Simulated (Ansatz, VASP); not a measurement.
## One calculation of P, two programs

```
P
1.0
     4.81004    0.00000    0.00000
     0.00000    4.81004    0.00000
     0.00000    0.00000    4.81004
P
8
Direct
  0.50000 0.50000 0.50000
  0.00000 0.00000 0.00000
  0.25000 0.00000 0.50000
  0.50000 0.25000 0.00000
  0.50000 0.75000 0.00000
  0.75000 0.00000 0.50000
  0.00000 0.50000 0.75000
  0.00000 0.50000 0.25000
```

Alike in both runs: functional PBEsol; k mesh 4 × 4 × 4; occupations gaussian, width 0.1 eV; no spin polarisation.

Ansatz relaxed the structure, and its values are those at the end. VASP's run is a single point on that final structure, the one shown.

|  | VASP | Ansatz |
| --- | --- | --- |
| version | VASP 6.6.1 | Ansatz 0.2.0 |
| potentials or method | VASP PAW PBE potentials, release 64 (P), cutoff 520 eV | scalar-relativistic, plane waves, PAW |
| valence electrons in the cell | 40 | 40 |

```csv
,VASP,Ansatz,Ansatz less VASP
gap on the k mesh at the Fermi level (eV),none,none,-
pressure (GPa),0.0,-0.2,-0.13
```

VASP's potentials were made for PBE, not for PBEsol. A gap of «none» marks a metal or a gap that the smearing closes.
